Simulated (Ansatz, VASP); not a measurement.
## MgO: VASP beside Ansatz

File INCAR:

```
ALGO = Normal
EDIFF = 1E-6
ENCUT = 600
GGA = PE
GGA_COMPAT = F
ISIF = 2
ISMEAR = 0
LASPH = T
LCHARG = F
LREAL = F
LWAVE = F
NBANDS = 11
NELM = 120
PREC = Accurate
SIGMA = 0.01
```

Contents of KPOINTS:

```
k-points
0
Gamma
  8 8 8
```

Contents of POSCAR:

```
MgO
1.0
    0.0000000000      2.1765626234      2.1765626234
    2.1765626234      0.0000000000      2.1765626234
    2.1765626234      2.1765626234      0.0000000000
Mg O
1 1
Direct
    0.0000000000      0.0000000000      0.0000000000
    0.5000000000      0.5000000000      0.5000000000
```

Input for Ansatz:

```yaml
crystal:
  lattice:
    - [0.0, 2.17656262343975, 2.17656262343975]
    - [2.17656262343975, 0.0, 2.17656262343975]
    - [2.17656262343975, 2.17656262343975, 0.0]
  atoms:
    - { symbol: Mg, position: [0.0, 0.0, 0.0] }
    - { symbol: O, position: [0.5, 0.5, 0.5] }
basis:
  ecutwfc: 500.0
kpoints:
  mp_grid:
    grid: [8, 8, 8]
hamiltonian:
  xc: pbe
  pseudopotentials:
    kind: paw
scf:
  occupations:
    method: fixed
output:
  stress: true
```

Alike in both runs: task single point; functional PBE; k mesh 8 × 8 × 8; no spin polarisation.

```csv
,VASP,Ansatz
version,VASP 6.6.1,Ansatz 0.2.0
potentials or method,"VASP PAW PBE potentials, release 64 (Mg, O), cutoff 600 eV","plane waves, PAW"
occupations,"gaussian, width 0.01 eV",fixed
valence electrons in the cell,8,16
```

|  | VASP | Ansatz | Ansatz less VASP |
| --- | --- | --- | --- |
| pressure (GPa) | -9.9 | -8.9 | +1.00 |

VASP's potentials hold 8 valence electrons a cell and Ansatz's 16, so a difference there can come from the potentials and not from the codes.
